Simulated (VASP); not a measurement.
Runs of VASP 6.6.1 on Nb. The structure is that of space group I4/mmm (No. 139), or close to it. The cells are those of the table. 

| cell | gap on the mesh (eV) | pressure (GPa) |
| --- | --- | --- |
| a = 3.067, b = 3.067, c = 3.141 Å, angles 59.2, 59.2, 61.6°, 1 atom | none | (a) |
| a = 2.995, b = 2.995, c = 3.141 Å, angles 58.4, 58.4, 63.2°, 1 atom | none | (b) |
| a = 3.031, b = 3.031, c = 3.141 Å, angles 58.8, 58.8, 62.4°, 1 atom | none | -13.3 |
| a = 2.992, b = 2.992, c = 3.066 Å, angles 59.2, 59.2, 61.6°, 1 atom | none | -6.5 |
| a = 2.956, b = 2.956, c = 3.066 Å, angles 58.8, 58.8, 62.5°, 1 atom | none | -3.1 |

Alike in all rows: task single point; level r2SCAN; potentials or basis VASP PAW PBE potentials, release 64 (Nb_sv); no spin polarisation; k mesh 20 × 20 × 20; cutoff (eV) 520; smearing gaussian 0.15 eV.

Estimate the missing entries.

(a) -15.7; (b) -10.6.

Caveats: the PAW data sets were made with another functional, which shifts forces and pressure a little.

A k mesh can miss the band edges, and the runs leave out spin-orbit coupling on Nb.

A gap of «none» marks levels without a gap at the run's occupations.
